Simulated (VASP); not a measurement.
Au: relaxation of cell and atoms with r2SCAN

The system is Au.

```
CELL_PARAMETERS angstrom
0.00000 3.03677 3.03677
3.03677 0.00000 3.03677
3.03677 3.03677 0.00000
ATOMIC_POSITIONS crystal
Au 0.00000 0.00000 0.00000
Au 0.25000 0.25000 0.25000
```

```yaml
Program: VASP 6.6.1
Task: relaxation of cell and atoms
Functional: r2SCAN
Potentials_or_basis: VASP PAW PBE potentials, release 64 (Au)
Cutoff: 550 eV
k_mesh: 12 × 12 × 12
Occupations: fermi-dirac, width 0.1 eV
Spin: no spin polarisation
Dipole_correction: no
Further_INCAR_settings: ALGO = Normal; EDIFF = 1e-07; IBRION = 2; EDIFFG = -0.03; NSW = 80; ISIF = 3
```

The relaxed volume is 28.13 Å³/atom, the relaxed cell is a = 4.301 Å, b = 4.301 Å, c = 4.301 Å, α = 60.00°, β = 60.00°, γ = 60.00° and the space group after relaxing (to 0.05 Å) is Fd-3m (No. 227). The energy gained by relaxing is 0.0 meV/atom, the ionic steps are 2 and the pressure after relaxing is -0.1 GPa. The band gap on the k mesh is zero (band 11 reaches 3.25 eV, above the bottom of band 12 at 2.54 eV).

Final structure:
```cif
data_structure
_symmetry_space_group_name_H-M 'P 1'
_symmetry_Int_Tables_number 1
_cell_length_a 4.3013
_cell_length_b 4.3013
_cell_length_c 4.3013
_cell_angle_alpha 60.000
_cell_angle_beta 60.000
_cell_angle_gamma 60.000
_cell_volume 56.27
loop_
_atom_site_label
_atom_site_type_symbol
_atom_site_fract_x
_atom_site_fract_y
_atom_site_fract_z
_atom_site_occupancy
Au1 Au 0.00000 0.00000 0.00000 1
Au2 Au 0.25000 0.25000 0.25000 1
```

Levels at points of the mesh, in eV from the Fermi level:
```csv
k point,band 9,band 10,band 11,band 12,band 13,band 14
"(0.00, 0.00, 0.00)",-2.48,-1.45,-1.45,9.07,10.11,10.11
"(0.50, 0.00, 0.00)",-1.57,-1.57,-0.87,-0.43,7.13,7.13
"(0.50, 0.50, 0.00)",-1.39,-1.39,0.25,0.25,3.93,3.93
```

Wall time 7.1 min on 1 thread of Intel Xeon 6975P-C, with other jobs on the host, peak memory 0.25 GiB.

Caveat: the PAW data sets were made with another functional, which shifts forces and pressure a little; spin-orbit coupling is left out, which moves the levels of the heavy elements.
